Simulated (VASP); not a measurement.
# CoO (F-43m) in VASP: notebook

Runs on CoO. Level: PBE. Tasks: single point.

Everything below comes from runs of VASP 6.6.1. Logs are shortened: lines on timing, memory, paths and dates and some standing lists are left out, and cuts for length are marked.

## 1. The cell of the first run

Symmetry: F-43m, No. 216, cubic system. Conventional cell: a = 4.687 Å, b = 4.687 Å, c = 4.687 Å, α = 90.00°, β = 90.00°, γ = 90.00°. Within 2.7 Å of Co (site symmetry -43m) lie 4 O at 2.03 Å. O (site symmetry -43m) has 4 Co at 2.03 Å within 2.7 Å.

## 2. Single point, PBE, collinear spin, ferromagnetic start

INCAR

```
SYSTEM = CoO
ALGO     = Normal         ! electronic algorithm
EDIFF    = 1E-6           ! SCF threshold, eV
ENCUT    = 520            ! plane-wave cutoff, eV
GGA      = PE             ! functional
ISIF     = 2              ! what is computed and relaxed
ISMEAR   = 0              ! smearing method
ISPIN    = 2              ! spin polarisation
LASPH    = .True.         ! aspherical terms in the spheres
LCHARG   = .False.        ! write CHGCAR
LMAXMIX  = 4              ! l up to which the mixer works
LORBIT   = 11             ! projections on sites
LREAL    = .False.        ! projectors in reciprocal space
LWAVE    = .False.        ! write WAVECAR
MAGMOM   = 2 0            ! initial moments
NBANDS   = 18             ! bands
NELM     = 150            ! most SCF steps
PREC     = Accurate       ! precision mode
SIGMA    = 0.020999999999999998 ! smearing width, eV
```

KPOINTS

```
k-points
0
Gamma
  10 10 10
  0 0 0
```

POSCAR

```
CoO
1.0
    0.0000000000      2.3436418400      2.3436418400
    2.3436418400      0.0000000000      2.3436418400
    2.3436418400      2.3436418400      0.0000000000
Co O
1 1
Direct
    0.0000000000      0.0000000000      0.0000000000
    0.2500000000      0.2500000000      0.2500000000
```

Potentials or basis: VASP PAW PBE potentials, release 64 (Co, O).

Command:

```
cat potpaw_PBE.64/Co/POTCAR potpaw_PBE.64/O/POTCAR > POTCAR
mpirun -np 1 vasp_std > vasp.out
```

OUTCAR:

```text
SYSTEM = CoO
   EDIFF = 1E-6
   ENCUT = 520
   GGA = PE
   ISIF = 2
   ISMEAR = 0
   ISPIN = 2
   LASPH = .True.
   LORBIT = 11
   LREAL = .False.
   NELM = 150
   PREC = Accurate

 ion  position               nearest neighbor table
   1  0.000  0.000  0.000-   2 2.03   2 2.03   2 2.03   2 2.03
   2  0.250  0.250  0.250-   1 2.03   1 2.03   1 2.03   1 2.03

  LATTYP: Found a face centered cubic cell.
 ALAT       =     4.6872836800

  Lattice vectors:

 A1 = (   0.0000000000,   2.3436418400,   2.3436418400)
 A2 = (   2.3436418400,   0.0000000000,   2.3436418400)
 A3 = (   2.3436418400,   2.3436418400,   0.0000000000)

Analysis of symmetry for initial positions (statically):
=====================================================================
 Subroutine PRICEL returns:
 Original cell was already a primitive cell.

 Routine SETGRP: Setting up the symmetry group for a
 face centered cubic supercell.

 Subroutine GETGRP returns: Found 24 space group operations
 (whereof 24 operations were pure point group operations)
 out of a pool of 48 trial point group operations.

The static configuration has the point symmetry T_d .

Analysis of symmetry for dynamics (positions and initial velocities):
=====================================================================
 Subroutine PRICEL returns:
 Original cell was already a primitive cell.

 Routine SETGRP: Setting up the symmetry group for a
 face centered cubic supercell.

 Subroutine GETGRP returns: Found 24 space group operations
 (whereof 24 operations were pure point group operations)
 out of a pool of 48 trial point group operations.

The dynamic configuration has the point symmetry T_d .

Analysis of structural, dynamic, and magnetic symmetry:
=====================================================================
 Subroutine PRICEL returns:
 Original cell was already a primitive cell.

 Routine SETGRP: Setting up the symmetry group for a
 face centered cubic supercell.

 Subroutine GETGRP returns: Found 24 space group operations
 (whereof 24 operations were pure point group operations)
 out of a pool of 48 trial point group operations.

The overall configuration has the point symmetry T_d .

 Subroutine INISYM returns: Found 24 space group operations
 (whereof 24 operations are pure point group operations),
 and found     1 'primitive' translations

----------------------------------------------------------------------------------------

                                     Primitive cell

  volume of cell :      25.7456

  direct lattice vectors                    reciprocal lattice vectors
     0.000000000  2.343641840  2.343641840    -0.213343179  0.213343179  0.213343179
     2.343641840  0.000000000  2.343641840     0.213343179 -0.213343179  0.213343179
     2.343641840  2.343641840  0.000000000     0.213343179  0.213343179 -0.213343179

  length of vectors
     3.314410075  3.314410075  3.314410075     0.369521225  0.369521225  0.369521225

  position of ions in fractional coordinates (direct lattice)
     0.000000000  0.000000000  0.000000000
     0.250000000  0.250000000  0.250000000

  ion indices of the primitive-cell ions
   primitive index   ion index
                 1           1
                 2           2

----------------------------------------------------------------------------------------

 KPOINTS: k-points

Automatic generation of k-mesh.
 Grid dimensions read from file:
 generate k-points for:   10   10   10

 Generating k-lattice:

  Cartesian coordinates                     Fractional coordinates (reciprocal lattice)
    -0.021334318  0.021334318  0.021334318     0.100000000  0.000000000  0.000000000
     0.021334318 -0.021334318  0.021334318     0.000000000  0.100000000  0.000000000
     0.021334318  0.021334318 -0.021334318     0.000000000  0.000000000  0.100000000

  Length of vectors
     0.036952123  0.036952123  0.036952123

  Shift w.r.t. Gamma in fractional coordinates (k-lattice)
     0.000000000  0.000000000  0.000000000

 Subroutine IBZKPT returns following result:
 ===========================================

 Found     47 irreducible k-points:

 Following reciprocal coordinates:
            Coordinates               Weight
  0.000000  0.000000  0.000000      1.000000
  0.100000  0.000000  0.000000      8.000000
  0.200000  0.000000  0.000000      8.000000
  0.300000  0.000000  0.000000      8.000000
  0.400000  0.000000  0.000000      8.000000
  0.500000  0.000000  0.000000      4.000000
[... 16 lines left out ...]
  0.300000  0.300000  0.000000      6.000000
  0.400000  0.300000  0.000000     24.000000
 [... further k-points ...]
   k-points           NKPTS =     47   k-points in BZ     NKDIM =     47   number of bands    NBANDS=     18
   number of dos      NEDOS =    301   number of ions     NIONS =      2
   total plane-waves  NPLWV =  21952
   dimension x,y,z NGX =    28 NGY =   28 NGZ =   28
   dimension x,y,z NGXF=    56 NGYF=   56 NGZF=   56
[... 74 lines left out ...]
      2      -0.7914      1.00000
      3      -0.7914      1.00000
      4      -0.7913      1.00000
      5       2.5159      1.00000
      6       2.5160      1.00000
[... 10 lines left out ...]
     17      24.0555      0.00000
     18      26.1983      0.00000

 k-point     2 :       0.1000    0.0000    0.0000
  band No.  band energies     occupation
      1     -14.3892      1.00000
      2      -0.9113      1.00000
      3      -0.7565      1.00000
      4      -0.7565      1.00000
      5       2.4958      1.00000
      6       2.4958      1.00000
[... 10 lines left out ...]
     17      25.8320      0.00000
     18      27.1669      0.00000

 k-point     3 :       0.2000    0.0000    0.0000
  band No.  band energies     occupation
      1     -14.2692      1.00000
      2      -1.1565      1.00000
      3      -0.6666      1.00000
      4      -0.6666      1.00000
      5       2.4583      1.00000
      6       2.4584      1.00000
[... 412 lines left out ...]
 k-point    23 :       0.3000    0.3000    0.0000
  band No.  band energies     occupation
      1     -14.0197      1.00000
      2      -1.5010      1.00000
      3      -0.3438      1.00000
      4      -0.3438      1.00000
      5       1.9241      1.00000
      6       2.6779      1.00000
[... 10 lines left out ...]
     17      29.8534      0.00000
     18      29.8534      0.00000

 k-point    24 :       0.4000    0.3000    0.0000
  band No.  band energies     occupation
      1     -13.9243      1.00000
      2      -1.4950      1.00000
      3      -0.2512      1.00000
      4      -0.2204      1.00000
      5       1.8508      1.00000
      6       2.6774      1.00000
[... 10 lines left out ...]
     17      29.7523      0.00000
     18      31.4608      0.00000

 [... further k-points ...]

 spin component 2

 k-point     1 :       0.0000    0.0000    0.0000
  band No.  band energies     occupation
      1     -13.8633      1.00000
      2       0.5542      1.00000
      3       0.5542      1.00000
      4       0.5543      1.00000
      5       4.2585      1.00000
      6       4.2587      1.00000
[... 10 lines left out ...]
     17      24.4444      0.00000
     18      26.5905      0.00000

 k-point     2 :       0.1000    0.0000    0.0000
  band No.  band energies     occupation
      1     -13.8155      1.00000
      2       0.3281      1.00000
      3       0.5746      1.00000
      4       0.5747      1.00000
      5       4.2515      1.00000
      6       4.2518      1.00000
[... 10 lines left out ...]
     17      26.3102      0.00000
     18      27.6337      0.00000

 k-point     3 :       0.2000    0.0000    0.0000
  band No.  band energies     occupation
      1     -13.6888      1.00000
      2      -0.1345      1.00000
      3       0.6237      1.00000
      4       0.6238      1.00000
      5       4.2549      1.00000
      6       4.2552      1.00000
[... 412 lines left out ...]
 k-point    23 :       0.3000    0.3000    0.0000
  band No.  band energies     occupation
      1     -13.4242      1.00000
      2      -0.6775      1.00000
      3       0.7594      1.00000
      4       0.7594      1.00000
      5       3.9921      1.00000
      6       4.4530      1.00000
[... 10 lines left out ...]
     17      30.4450      0.00000
     18      30.4450      0.00000

 k-point    24 :       0.4000    0.3000    0.0000
  band No.  band energies     occupation
      1     -13.3223      1.00000
      2      -0.7635      1.00000
      3       0.7395      1.00000
      4       0.8121      1.00000
      5       4.0520      1.00000
      6       4.4989      1.00000
[... 10 lines left out ...]
     17      30.2657      0.00000
     18      31.9716      0.00000

 [... further k-points ...]
[... 5 lines left out ...]
  --------------------------------------------------------------------------------------
  -------------------------------------------------------------------------------------
  Total       -1.9668134     -1.9668134     -1.9668134      0.0000000      0.0000000      0.0000000
  in kB     -122.3967855   -122.3967855   -122.3967855      0.0000000      0.0000000      0.0000000
  external PRESSURE =    -122.3967855 kB  Pullay stress =       0.0000000 kB

 VOLUME and BASIS-vectors are now :
 -----------------------------------------------------------------------------
  energy-cutoff  :      520.00
  volume of cell :       25.75
      direct lattice vectors                 reciprocal lattice vectors
     0.000000000  2.343641840  2.343641840    -0.213343179  0.213343179  0.213343179
     2.343641840  0.000000000  2.343641840     0.213343179 -0.213343179  0.213343179
     2.343641840  2.343641840  0.000000000     0.213343179  0.213343179 -0.213343179

 POSITION                                       TOTAL-FORCE (eV/Angst)
 -----------------------------------------------------------------------------------
      0.00000      0.00000      0.00000         0.000000      0.000000      0.000000
      1.17182      1.17182      1.17182        -0.000000     -0.000000     -0.000000
 -----------------------------------------------------------------------------------
    total drift:                                0.000000      0.000000      0.000000

  FREE ENERGIE OF THE ION-ELECTRON SYSTEM (eV)
  ---------------------------------------------------
  free  energy   TOTEN  =       -13.2485631345 eV

  energy  without entropy=      -13.2483591089  energy(sigma->0) =      -13.24846112

 total charge

# of ion       s       p       d       tot
------------------------------------------
    1        0.310   0.359   7.127   7.795
    2        1.551   3.393   0.000   4.944
--------------------------------------------------
tot          1.860   3.752   7.127  12.738

 magnetization (x)

# of ion       s       p       d       tot
------------------------------------------
    1        0.020   0.043   2.483   2.546
    2        0.020   0.304   0.000   0.324
--------------------------------------------------
tot          0.040   0.347   2.483   2.870
```

Run time: 43 s. Hardware: 1 thread of Intel Xeon Platinum 8488C (Sapphire Rapids), shared host; peak memory 0.19 GiB.

Results:

- Free energy: -13.2486 eV
- Pressure: -12.2 GPa
- Band gap on the k mesh: zero (filled and empty bands overlap)
- Net moment: 2.98 μB per cell
- Site moments: Co +2.55; O +0.32 μB
- Valence electrons inside the program's atomic spheres: Co 7.79; O 4.94

Caveat: a cell with one magnetic atom can't hold antiferromagnetic order, which such compounds often take; semilocal functionals often make such compounds metallic where correlation or magnetic order opens a gap, which also shifts bond lengths. With open d or f shells a metallic result of PBE can be an artefact of self-interaction; +U or a hybrid may open a gap.

## 3. Single point, PBE, collinear spin, ferromagnetic start

INCAR

```
SYSTEM = CoO
PREC = Accurate
ENCUT = 520
EDIFF = 1E-7
ISMEAR = 0
SIGMA = 0.024
LREAL = .False.
LASPH = .True.
NELM = 150
ALGO = Normal
ISIF = 2
LWAVE = .False.
LCHARG = .False.
ISPIN = 2
MAGMOM = 2 0
LORBIT = 11
LMAXMIX = 4
GGA = PE
NBANDS = 18
```

KPOINTS

```
Automatic mesh
0
Gamma
  10 10 10
  0 0 0
```

POSCAR is that of step 2.

Potentials or basis: VASP PAW PBE potentials, release 64 (Co, O).

Command:

```
cat potpaw_PBE.64/Co/POTCAR potpaw_PBE.64/O/POTCAR > POTCAR
mpirun -np 1 vasp_std > vasp.out
```

Run time: 68 s. Hardware: 1 thread of Intel Xeon Platinum 8488C (Sapphire Rapids), shared host; peak memory 0.19 GiB.

Results (log left out):

```yaml
Free_energy: -13.2486 eV
Pressure: -12.3 GPa
Band_gap_on_the_k_mesh: zero (filled and empty bands overlap)
Net_moment: 2.98 μB per cell
Site_moments: Co +2.55; O +0.32 μB
Valence_electrons_inside_the_program's_atomic_spheres: Co 7.79; O 4.94
```

Levels at points of the mesh, in eV from the Fermi level:
Spin up:
```
           k point  band 5  band 6  band 7  band 8  band 9  band 10  band 11  band 12  band 13  band 14
(0.00, 0.00, 0.00)   -2.11   -2.11    0.05    0.05    0.05     0.06    13.38    13.38    13.38    19.15
(0.50, 0.00, 0.00)   -2.54   -2.10   -2.10   -0.65   -0.65     5.26     6.61    12.89    12.89    16.41
(0.50, 0.50, 0.00)   -3.01   -1.86   -1.80   -1.80   -1.50     4.94     8.91    10.68    13.29    13.29
```
Spin down:
| k point | band 3 | band 4 | band 5 | band 6 | band 7 | band 8 | band 9 | band 10 |
| --- | --- | --- | --- | --- | --- | --- | --- | --- |
| (0.00, 0.00, 0.00) | -4.07 | -4.07 | -0.36 | -0.36 | 0.63 | 2.52 | 2.52 | 2.52 |
| (0.50, 0.00, 0.00) | -3.91 | -3.91 | -0.15 | -0.15 | 0.49 | 1.76 | 1.76 | 5.80 |
| (0.50, 0.50, 0.00) | -3.71 | -3.71 | -0.30 | -0.06 | 0.09 | 1.11 | 1.11 | 5.94 |

Caveat: a cell with one magnetic atom can't hold antiferromagnetic order, which such compounds often take; semilocal functionals often make such compounds metallic where correlation or magnetic order opens a gap, which also shifts bond lengths. With open d or f shells a metallic result of PBE can be an artefact of self-interaction; +U or a hybrid may open a gap.

## 4. Single point, PBE, collinear spin, ferromagnetic start

INCAR

```
PREC = Accurate
ENCUT = 520
EDIFF = 1E-6
ISMEAR = 0
SIGMA = 0.026000000000000002
LREAL = False
LASPH = True
NELM = 150
ALGO = Normal
ISIF = 2
LWAVE = False
LCHARG = True
ISPIN = 2
MAGMOM = 2 0
LORBIT = 11
LMAXMIX = 4
GGA = PE
LELF = True
LVHAR = True
NBANDS = 18
```

KPOINTS

```
Automatic mesh
0
Gamma
  10 10 10
```

POSCAR is that of step 3.

Command:

```
cat potpaw_PBE.64/Co/POTCAR potpaw_PBE.64/O/POTCAR > POTCAR
mpirun -np 1 vasp_std > vasp.out
```

Wall time 43 s (1 thread of Intel Xeon Platinum 8488C (Sapphire Rapids), shared host); peak memory 0.19 GiB.

The run converged. Its results:

```
Free energy                                           : -13.2486 eV
Pressure                                              : -12.2 GPa
Band gap on the k mesh                                : zero (filled and empty bands overlap)
Net moment                                            : 2.98 μB per cell
Site moments                                          : Co +2.54; O +0.32 μB
Valence electrons inside the program's atomic spheres : Co 7.79; O 4.94
```

Levels at points of the mesh, in eV from the Fermi level:
Spin up:
| k point | band 6 | band 7 | band 8 | band 9 | band 10 | band 11 | band 12 | band 13 |
| --- | --- | --- | --- | --- | --- | --- | --- | --- |
| (0.00, 0.00, 0.00) | -2.11 | 0.05 | 0.05 | 0.05 | 0.06 | 13.38 | 13.38 | 13.38 |
| (0.50, 0.00, 0.00) | -2.10 | -2.10 | -0.65 | -0.65 | 5.26 | 6.61 | 12.89 | 12.89 |
| (0.50, 0.50, 0.00) | -1.86 | -1.80 | -1.80 | -1.50 | 4.94 | 8.91 | 10.68 | 13.29 |
Spin down:
```tsv
k point	band 3	band 4	band 5	band 6	band 7	band 8	band 9	band 10
(0.00, 0.00, 0.00)	-4.07	-4.07	-0.36	-0.36	0.63	2.52	2.52	2.52
(0.50, 0.00, 0.00)	-3.91	-3.91	-0.15	-0.15	0.49	1.76	1.76	5.80
(0.50, 0.50, 0.00)	-3.71	-3.71	-0.30	-0.06	0.09	1.11	1.11	5.93
```

Caveat: a cell with one magnetic atom can't hold antiferromagnetic order, which such compounds often take; semilocal functionals often make such compounds metallic where correlation or magnetic order opens a gap, which also shifts bond lengths. With open d or f shells a metallic result of PBE can be an artefact of self-interaction; +U or a hybrid may open a gap.

## 5. Single point, PBE, collinear spin, ferromagnetic start

INCAR

```
SYSTEM = CoO
PREC = Accurate ; ENCUT = 520
EDIFF = 1E-6 ; ISMEAR = 0
SIGMA = 0.027000000000000003 ; LREAL = .FALSE.
LASPH = .TRUE. ; NELM = 150
ALGO = Normal ; ISIF = 2
LWAVE = .FALSE. ; LCHARG = .FALSE.
ISPIN = 2 ; MAGMOM = 2 0
LORBIT = 11 ; LMAXMIX = 4
GGA = PE ; NBANDS = 18
```

KPOINTS

```
Automatic mesh
0
G
  10 10 10
  0 0 0
```

POSCAR is that of step 4.

Command:

```
cat potpaw_PBE.64/Co/POTCAR potpaw_PBE.64/O/POTCAR > POTCAR
mpirun -np 1 vasp_std > vasp.out
```

Run time: 39 s. Hardware: 1 thread of Intel Xeon Platinum 8488C (Sapphire Rapids), shared host; peak memory 0.19 GiB.

Results (log left out):

| Item | Value |
| --- | --- |
| Free energy | -13.2486 eV |
| Pressure | -12.2 GPa |
| Band gap on the k mesh | zero (filled and empty bands overlap) |
| Net moment | 2.98 μB per cell |
| Site moments | Co +2.54; O +0.32 μB |
| Valence electrons inside the program's atomic spheres | Co 7.79; O 4.94 |

Levels at points of the mesh, in eV from the Fermi level:
Spin up:
| k point | band 5 | band 6 | band 7 | band 8 | band 9 | band 10 | band 11 | band 12 | band 13 | band 14 |
| --- | --- | --- | --- | --- | --- | --- | --- | --- | --- | --- |
| (0.00, 0.00, 0.00) | -2.11 | -2.11 | 0.05 | 0.05 | 0.05 | 0.06 | 13.38 | 13.38 | 13.38 | 19.15 |
| (0.50, 0.00, 0.00) | -2.54 | -2.10 | -2.10 | -0.65 | -0.65 | 5.26 | 6.61 | 12.89 | 12.89 | 16.41 |
| (0.50, 0.50, 0.00) | -3.01 | -1.86 | -1.80 | -1.80 | -1.50 | 4.94 | 8.91 | 10.68 | 13.29 | 13.29 |
Spin down:
| k point | band 3 | band 4 | band 5 | band 6 | band 7 | band 8 | band 9 | band 10 |
| --- | --- | --- | --- | --- | --- | --- | --- | --- |
| (0.00, 0.00, 0.00) | -4.07 | -4.07 | -0.36 | -0.36 | 0.63 | 2.51 | 2.51 | 2.52 |
| (0.50, 0.00, 0.00) | -3.91 | -3.91 | -0.15 | -0.15 | 0.49 | 1.76 | 1.76 | 5.80 |
| (0.50, 0.50, 0.00) | -3.71 | -3.71 | -0.30 | -0.06 | 0.09 | 1.11 | 1.11 | 5.93 |

Caveat: a cell with one magnetic atom can't hold antiferromagnetic order, which such compounds often take; semilocal functionals often make such compounds metallic where correlation or magnetic order opens a gap, which also shifts bond lengths.

## 6. The runs side by side

```tsv
smearing	gap on the mesh (eV)	pressure (GPa)	moment (μB)
gaussian 0.021 eV	none	-12.2	2.98
gaussian 0.024 eV	none	-12.3	2.98
gaussian 0.026 eV	none	-12.2	2.98
gaussian 0.027 eV	none	-12.2	2.98
```

Alike in all rows: task single point; level PBE; potentials or basis VASP PAW PBE potentials, release 64 (Co, O); spin collinear, ferromagnetic start; cell as given; k mesh 10 × 10 × 10; cutoff (eV) 520.

Every run on the cell as given and a fine mesh finds a metal.

Caveats: a cell with one magnetic atom can't hold antiferromagnetic order, which such compounds often take; semilocal functionals often make such compounds metallic where correlation or magnetic order opens a gap, which also shifts bond lengths.

Absolute energies hang on the potentials; compare differences alone.
